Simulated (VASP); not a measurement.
# HfB (Fm-3m) in VASP: further runs

Runs on HfB. Level: PBE. Tasks: single point.

All numbers are computed with VASP 6.6.1; they aren't measurements. Logs are shortened: lines on timing, memory, paths and dates and some standing lists are left out, and cuts for length are marked.

## Step 1: The cell of the first run

The structure is cubic, space group Fm-3m (No. 225). The conventional cell has a = 4.620 Å, b = 4.620 Å, c = 4.620 Å, α = 90.00°, β = 90.00°, γ = 90.00°. Hf (site symmetry m-3m) has 6 B at 2.31 Å within 3.1 Å. Within 3.1 Å of B (site symmetry m-3m) lie 6 Hf at 2.31 Å.

## Step 2: Single point, PBE

Input file INCAR:

```
PREC     = Accurate       # precision mode
ENCUT    = 520            # plane-wave cutoff, eV
EDIFF    = 1E-7           # SCF threshold, eV
ISMEAR   = -1             # smearing method
SIGMA    = 0.05           # smearing width, eV
LREAL    = False          # projectors in reciprocal space
LASPH    = True           # aspherical terms in the spheres
NELM     = 60             # most SCF steps
ALGO     = Normal         # electronic algorithm
ISIF     = 2              # what is computed and relaxed
LWAVE    = False          # write WAVECAR
LCHARG   = True           # write CHGCAR
GGA      = PE             # functional
LELF     = True           # ELF
LVHAR    = True         
NBANDS   = 14             # bands
```

Input file KPOINTS:

```
regular mesh
0
Gamma
  13 13 13
```

Input file POSCAR:

```
HfB
1.0
    0.0000000000      2.3100000000      2.3100000000
    2.3100000000      0.0000000000      2.3100000000
    2.3100000000      2.3100000000      0.0000000000
Hf B
1 1
Direct
    0.5000000000      0.5000000000      0.5000000000
    0.0000000000      0.0000000000      0.0000000000
```

Potentials or basis: VASP PAW PBE potentials, release 64 (Hf_pv, B).

The run is started by

```bash
cat potpaw_PBE.64/Hf_pv/POTCAR potpaw_PBE.64/B/POTCAR > POTCAR
mpirun -np 1 vasp_std > vasp.out
```

OUTCAR:

```text
PREC = Accurate
   ENCUT = 520
   EDIFF = 1E-7
   ISMEAR = -1
   LREAL = False
   LASPH = True
   NELM = 60
   ISIF = 2
   GGA = PE

 ion  position               nearest neighbor table
   1  0.500  0.500  0.500-   2 2.31   2 2.31   2 2.31   2 2.31   2 2.31   2 2.31
   2  0.000  0.000  0.000-   1 2.31   1 2.31   1 2.31   1 2.31   1 2.31   1 2.31

  LATTYP: Found a face centered cubic cell.
 ALAT       =     4.6200000000

  Lattice vectors:

 A1 = (   0.0000000000,   2.3100000000,   2.3100000000)
 A2 = (   2.3100000000,   0.0000000000,   2.3100000000)
 A3 = (   2.3100000000,   2.3100000000,   0.0000000000)

Analysis of symmetry for initial positions (statically):
=====================================================================
 Subroutine PRICEL returns:
 Original cell was already a primitive cell.

 Routine SETGRP: Setting up the symmetry group for a
 face centered cubic supercell.

 Subroutine GETGRP returns: Found 48 space group operations
 (whereof 48 operations were pure point group operations)
 out of a pool of 48 trial point group operations.

The static configuration has the point symmetry O_h .

Analysis of symmetry for dynamics (positions and initial velocities):
=====================================================================
 Subroutine PRICEL returns:
 Original cell was already a primitive cell.

 Routine SETGRP: Setting up the symmetry group for a
 face centered cubic supercell.

 Subroutine GETGRP returns: Found 48 space group operations
 (whereof 48 operations were pure point group operations)
 out of a pool of 48 trial point group operations.

The dynamic configuration has the point symmetry O_h .

 Subroutine INISYM returns: Found 48 space group operations
 (whereof 48 operations are pure point group operations),
 and found     1 'primitive' translations

----------------------------------------------------------------------------------------

                                     Primitive cell

  volume of cell :      24.6528

  direct lattice vectors                    reciprocal lattice vectors
     0.000000000  2.310000000  2.310000000    -0.216450216  0.216450216  0.216450216
     2.310000000  0.000000000  2.310000000     0.216450216 -0.216450216  0.216450216
     2.310000000  2.310000000  0.000000000     0.216450216  0.216450216 -0.216450216

  length of vectors
     3.266833329  3.266833329  3.266833329     0.374902772  0.374902772  0.374902772

  position of ions in fractional coordinates (direct lattice)
     0.500000000  0.500000000  0.500000000
     0.000000000  0.000000000  0.000000000

  ion indices of the primitive-cell ions
   primitive index   ion index
                 1           1
                 2           2

----------------------------------------------------------------------------------------

 KPOINTS: regular mesh

Automatic generation of k-mesh.
 Grid dimensions read from file:
 generate k-points for:   13   13   13

 Generating k-lattice:

  Cartesian coordinates                     Fractional coordinates (reciprocal lattice)
    -0.016650017  0.016650017  0.016650017     0.076923077  0.000000000  0.000000000
     0.016650017 -0.016650017  0.016650017     0.000000000  0.076923077  0.000000000
     0.016650017  0.016650017 -0.016650017     0.000000000  0.000000000  0.076923077

  Length of vectors
     0.028838675  0.028838675  0.028838675

  Shift w.r.t. Gamma in fractional coordinates (k-lattice)
     0.000000000  0.000000000  0.000000000

 Subroutine IBZKPT returns following result:
 ===========================================

 Found     84 irreducible k-points:

 Following reciprocal coordinates:
            Coordinates               Weight
  0.000000  0.000000  0.000000      1.000000
  0.076923  0.000000  0.000000      8.000000
  0.153846  0.000000  0.000000      8.000000
  0.230769  0.000000  0.000000      8.000000
  0.307692  0.000000  0.000000      8.000000
  0.384615  0.000000  0.000000      8.000000
[... 16 lines left out ...]
  0.384615  0.153846  0.000000     24.000000
  0.461538  0.153846  0.000000     24.000000
 [... further k-points ...]
   k-points           NKPTS =     84   k-points in BZ     NKDIM =     84   number of bands    NBANDS=     14
   number of dos      NEDOS =    301   number of ions     NIONS =      2
   total plane-waves  NPLWV =  13824
   dimension x,y,z NGX =    24 NGY =   24 NGZ =   24
   dimension x,y,z NGXF=    48 NGYF=   48 NGZF=   48
   ions per type =               1   1
   NGX,Y,Z   is equivalent  to a cutoff of  12.21, 12.21, 12.21 a.u.
   NGXF,Y,Z  is equivalent  to a cutoff of  24.43, 24.43, 24.43 a.u.
 SYSTEM =  unknown system
   PREC   = accura    normal or accurate (medium, high low for compatibility)
   ISTART =      0    job   : 0-new  1-cont  2-samecut
   ICHARG =      2    charge: 1-file 2-atom 10-const
   ISPIN  =      1    spin polarized calculation?
   LNONCOLLINEAR =      F non collinear calculations
   LSORBIT =      F    spin-orbit coupling
   LASPH  =      T    aspherical Exc in radial PAW
   ENCUT  =  520.0 eV  38.22 Ry    6.18 a.u.   6.07  6.07  6.07*2*pi/ulx,y,z
   NELM   =     60;   NELMIN=  2; NELMDL= -5     # of ELM steps
   EDIFF  = 0.1E-06   stopping-criterion for ELM
   LREAL  =      F    real-space projection
   EDIFFG = 0.1E-05   stopping-criterion for IOM
   NSW    =      0    number of steps for IOM
   IBRION =     -1    ionic relax: 0-MD 1-quasi-New 2-CG
   NFREE  =      0    steps in history (QN), initial steepest desc. (CG)
   ISIF   =      2    stress and relaxation
   ISYM   =      2    0-nonsym 1-usesym 2-fastsym
   POTIM  = 0.5000    time-step for ionic-motion
   TEBEG  =    0.0;   TEEND  =   0.0 temperature during run
   PSTRESS=    0.0 pullay stress
   NELECT =      13.0000    total number of electrons
   NUPDOWN=      -1.0000    fix difference up-down
   EMIN   =  10.00;   EMAX   =-10.00  energy-range for DOS
   EFERMI =   0.00;   METHOD = LEGACY
   ISMEAR =    -1;   SIGMA  =   0.05  broadening in eV -4-tet -1-fermi 0-gaus
   EFERMI_NEDOS =   21; number of points for ismear=-14 and -15
   IALGO  =     38    algorithm
   IMIX   =      4    mixing-type and parameters
     AMIX     =   0.40;   BMIX     =  1.00
     AMIX_MAG =   1.60;   BMIX_MAG =  1.00
  volume/ion in A,a.u.               =      12.33        83.18
  Fermi-wavevector in a.u.,A,eV,Ry     =   1.322617  2.499383 23.800871  1.749315
  Thomas-Fermi vector in A             =   2.452285
   LORBIT       =      0    0 simple, 1 ext, 2 COOP (PROOUT), +10 PAW based schemes
   GGA     = PE    functional components
[... 5 lines left out ...]
 non-spin polarized calculation
  energy-cutoff  :      520.00
  volume of cell :       24.65
 maximum number of plane-waves:       676
   NGX = 13   NGY = 13   NGZ = 13

 number of electron      13.0000002 magnetization

 Free energy of the ion-electron system (eV)
  ---------------------------------------------------
  ext. energy  EPLUGINS =         0.00000000
  ---------------------------------------------------
  free energy    TOTEN  =       -17.15586538 eV

  energy without entropy =      -17.14747171  energy(sigma->0) =      -17.15166854

 E-fermi :   5.1069     XC(G=0): -12.3033

 val. band max:        5.0497147737   @ k =   0.3077   0.2308   0.0769
 cond. band min:       5.1149121865   @ k =  -0.4615   0.3077   0.0769
 fundamental gap:      0.0651974128
 Fermi energy:         5.1068584161

 k-point     1 :       0.0000    0.0000    0.0000
  band No.  band energies     occupation
      1     -23.1705      2.00000
      2     -23.1705      2.00000
      3     -23.1705      2.00000
      4      -4.4486      2.00000
      5       7.3279      0.00000
      6       7.3279      0.00000
      7       7.3279      0.00000
      8       9.0811      0.00000
      9       9.0811      0.00000
     10       9.0811      0.00000
     11       9.3538      0.00000
     12       9.3538      0.00000
     13      16.8031      0.00000
     14      18.1363      0.00000

 k-point     2 :       0.0769    0.0000    0.0000
  band No.  band energies     occupation
      1     -23.2153      2.00000
      2     -23.1750      2.00000
      3     -23.1750      2.00000
      4      -4.2766      2.00000
      5       6.7306      0.00000
      6       7.1728      0.00000
      7       7.1728      0.00000
      8       8.1204      0.00000
      9       8.1204      0.00000
     10       9.4023      0.00000
     11      10.8146      0.00000
     12      10.8146      0.00000
     13      17.2451      0.00000
     14      18.3306      0.00000

 k-point     3 :       0.1538    0.0000    0.0000
  band No.  band energies     occupation
      1     -23.3375      2.00000
      2     -23.1874      2.00000
      3     -23.1874      2.00000
      4      -3.7821      2.00000
      5       5.6069      0.00009
      6       6.2596      0.00000
      7       6.2596      0.00000
      8       8.2676      0.00000
      9       8.2676      0.00000
     10       9.8260      0.00000
     11      12.5950      0.00000
     12      12.5950      0.00000
     13      18.4190      0.00000
     14      18.7881      0.00000

 k-point     4 :       0.2308    0.0000    0.0000
  band No.  band energies     occupation
      1     -23.5049      2.00000
      2     -23.2049      2.00000
      3     -23.2049      2.00000
      4      -3.0240      2.00000
      5       4.4176      2.00000
      6       5.3020      0.03956
      7       5.3020      0.03956
      8       8.9486      0.00000
      9       8.9486      0.00000
     10      10.1858      0.00000
     11      14.4840      0.00000
     12      14.4840      0.00000
     13      18.7581      0.00000
     14      20.0805      0.00000

 k-point     5 :       0.3077    0.0000    0.0000
  band No.  band energies     occupation
      1     -23.6768      2.00000
      2     -23.2234      2.00000
      3     -23.2234      2.00000
      4      -2.0882      2.00000
      5       3.2822      2.00000
      6       4.5516      1.99997
      7       4.5516      1.99997
      8       9.8650      0.00000
      9       9.8650      0.00000
     10      10.6405      0.00000
     11      16.3704      0.00000
[... 276 lines left out ...]
 k-point    22 :       0.3077    0.1538    0.0000
  band No.  band energies     occupation
      1     -23.5767      2.00000
      2     -23.2759      2.00000
      3     -23.2676      2.00000
      4      -2.3071      2.00000
      5       3.3406      2.00000
      6       4.7453      1.99855
      7       5.7052      0.00001
      8       7.7462      0.00000
      9      10.5319      0.00000
     10      11.7846      0.00000
     11      13.5180      0.00000
     12      16.4392      0.00000
     13      19.2675      0.00000
     14      20.3033      0.00000

 k-point    23 :       0.3846    0.1538    0.0000
  band No.  band energies     occupation
      1     -23.7115      2.00000
      2     -23.2984      2.00000
      3     -23.2897      2.00000
      4      -1.4388      2.00000
      5       2.5546      2.00000
      6       4.2123      2.00000
      7       5.0257      1.67066
      8       8.5107      0.00000
      9      11.3646      0.00000
     10      12.2225      0.00000
     11      14.9440      0.00000
     12      16.8867      0.00000
     13      18.7575      0.00000
     14      20.3020      0.00000

 k-point    24 :       0.4615    0.1538    0.0000
  band No.  band energies     occupation
      1     -23.8077      2.00000
      2     -23.3316      2.00000
      3     -23.2918      2.00000
      4      -0.5283      2.00000
      5       1.7495      2.00000
      6       3.9492      2.00000
      7       4.4915      1.99999
      8       9.4104      0.00000
      9      11.8961      0.00000
     10      12.5893      0.00000
     11      15.7659      0.00000
     12      16.2429      0.00000
     13      19.5984      0.00000
     14      20.2027      0.00000

 [... further k-points ...]
[... 5 lines left out ...]
  --------------------------------------------------------------------------------------
  -------------------------------------------------------------------------------------
  Total        4.7088755      4.7088755      4.7088755      0.0000000      0.0000000     -0.0000000
  in kB      306.0284902    306.0284902    306.0284902      0.0000000      0.0000000     -0.0000000
  external PRESSURE =     306.0284902 kB  Pullay stress =       0.0000000 kB

 VOLUME and BASIS-vectors are now :
 -----------------------------------------------------------------------------
  energy-cutoff  :      520.00
  volume of cell :       24.65
      direct lattice vectors                 reciprocal lattice vectors
     0.000000000  2.310000000  2.310000000    -0.216450216  0.216450216  0.216450216
     2.310000000  0.000000000  2.310000000     0.216450216 -0.216450216  0.216450216
     2.310000000  2.310000000  0.000000000     0.216450216  0.216450216 -0.216450216

 POSITION                                       TOTAL-FORCE (eV/Angst)
 -----------------------------------------------------------------------------------
      2.31000      2.31000      2.31000        -0.000000     -0.000000      0.000000
      0.00000      0.00000      0.00000         0.000000      0.000000     -0.000000
 -----------------------------------------------------------------------------------
    total drift:                               -0.000000     -0.000000      0.000000

  FREE ENERGIE OF THE ION-ELECTRON SYSTEM (eV)
  ---------------------------------------------------
  free  energy   TOTEN  =       -17.1558653812 eV

  energy  without entropy=      -17.1474717063  energy(sigma->0) =      -17.15166854
```

Run time: 29 s. Hardware: 1 thread of Intel Xeon 8259CL, shared host; peak memory 0.16 GiB.

Results:

```yaml
Free_energy: -17.1559 eV
Pressure: 30.6 GPa
```

Caveat: spin-orbit coupling is left out, which moves the levels of the heavy elements.

(Part 1 of 2 ends here.)
